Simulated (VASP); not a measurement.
A run of VASP 6.6.1:

Contents of INCAR:

```
PREC = Accurate ; ENCUT = 520
EDIFF = 1E-6 ; ISMEAR = 0
SIGMA = 0.01 ; LREAL = False
LASPH = True ; NELM = 60
ALGO = Normal ; ISIF = 2
LWAVE = False ; LCHARG = False
NBANDS = 11
```

The input KPOINTS:

```
Automatic mesh
0
Gamma
  10 10 10
```

The input POSCAR:

```
AlN
1.0
    2.1928545271      2.1928545271      0.0000000000
   -2.1928545271      2.1928545271      0.0000000000
    0.0000000000      2.1928545271      2.1581162376
Al N
1 1
Direct
    0.0000000000      0.0000000000      0.0000000000
    0.2500000000      0.7500000000      0.5000000000
```

Potentials or basis: VASP PAW LDA potentials, release 64 (Al, N).

Launch:

```bash
$ cat potpaw_LDA.64/Al/POTCAR potpaw_LDA.64/N/POTCAR > POTCAR
$ mpirun -np 1 vasp_std > vasp.out
```

Hardware: 1 thread of Intel(R) Xeon(R) 6975P-C (Granite Rapids), with other jobs on the host.

Task: Estimate the wall time of this run.

Result: It took 5.8 s on 1 thread of Intel(R) Xeon(R) 6975P-C (Granite Rapids) (shared host), peak memory 0.13 GiB. Counts: scf iterations 12, k points 102.
